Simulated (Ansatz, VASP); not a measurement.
# AlO2 in VASP and in Ansatz

```
Al O
1.0
     1.48816   -5.40283    0.00000
     1.48816    5.40283    0.00000
     0.00000    0.00000    3.64661
Al O
2 4
Direct
  0.66813 0.33187 0.75000
  0.33187 0.66813 0.25000
  0.06107 0.93893 0.75000
  0.93893 0.06107 0.25000
  0.29418 0.70582 0.75000
  0.70582 0.29418 0.25000
```

Alike in both runs: task relaxation of cell and atoms; functional PBEsol; k mesh 9 × 9 × 7; occupations fermi-dirac, width 0.05 eV; no spin polarisation.

```csv
,VASP,Ansatz
version,VASP 6.6.1,Ansatz 0.2.0
potentials or method,"VASP PAW PBE potentials, release 64 (Al, O)",PseudoDojo standard (PBEsol files)
plane-wave cutoff (eV),600,1143
valence electrons in the cell,30,30
```

VASP gave:

* gap on the k mesh at the Fermi level, each at its own relaxed structure (eV): 0.98

Task: Estimate Ansatz's values.

Result: gap on the k mesh at the Fermi level, each at its own relaxed structure (eV): 0.97.

VASP's potentials were made for PBE, not for PBEsol.

Noted on Ansatz's run: odd divisions of the mesh miss points on the zone boundary, where band edges often lie, so the gap on the mesh can be too wide; the plane-wave basis is chosen anew once the cell has moved, so the energies of steps on either side of that aren't comparable.
